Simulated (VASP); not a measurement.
Wanted: the native input for a VASP 6.6.1 run.

```
Task                   : relaxation of cell and atoms
Functional             : PBE
Potentials or basis    : VASP PAW PBE potentials, release 64 (Ta_pv, As)
Cutoff                 : 600 eV
k mesh                 : 6 × 6 × 4
Occupations            : gaussian, width 0.1 eV
Spin                   : no spin polarisation
Dipole correction      : no
Further INCAR settings : ALGO = Normal; EDIFF = 1e-06; IBRION = 2; EDIFFG = -0.04; NSW = 90; ISIF = 3
```

The structure of Ta2As3 lies in POSCAR:

```
Ta2As3
1.0
    4.1112451962      0.0000000000      0.0000000000
   -2.0556225981      3.5604427811      0.0000000000
    0.0000000000      0.0000000000      6.3964297088
Ta As
2 3
Direct
    0.3333333333      0.6666666667      0.2450000000
    0.6666666667      0.3333333333      0.7550000000
    0.0000000000      0.0000000000      0.0000000000
    0.3333333333      0.6666666667      0.6450000000
    0.6666666667      0.3333333333      0.3550000000
```

One way to write it, as run:

INCAR

```
SYSTEM = Ta2As3
  PREC = Accurate
  ENCUT = 600
  EDIFF = 1E-6
  ISMEAR = 0
  SIGMA = 0.1
  LREAL = .False.
  LASPH = .True.
  NELM = 80
  ALGO = Normal
  ISIF = 3
  LWAVE = .False.
  LCHARG = .False.
  GGA = PE
  IBRION = 2
  NSW = 90
  EDIFFG = -0.04
```

KPOINTS

```
regular mesh
0
Gamma
  6 6 4
  0 0 0
```

Potentials or basis: VASP PAW PBE potentials, release 64 (Ta_pv, As).

Command:

```console
$ cat potpaw_PBE.64/Ta_pv/POTCAR potpaw_PBE.64/As/POTCAR > POTCAR
$ mpirun -np 1 vasp_std > vasp.out
```

It gave:

```yaml
Relaxed_volume: 19.31 Å³/atom
Relaxed_cell: a = 4.631 Å, b = 4.631 Å, c = 5.199 Å, α = 90.00°, β = 90.00°, γ = 120.00°
Space_group_after_relaxing_to_0.05_Å: P-3m1 (No. 164)
Energy_gained_by_relaxing: 346.0 meV/atom
Ionic_steps: 28
Pressure_after_relaxing: 0.2 GPa
Largest_force_after_relaxing: 0.016 eV/Å
```

Run time: 17 min on 1 thread of Intel(R) Xeon(R) Platinum 8375C CPU @ 2.90GHz (Ice Lake) (shared host), peak memory 0.3 GiB.
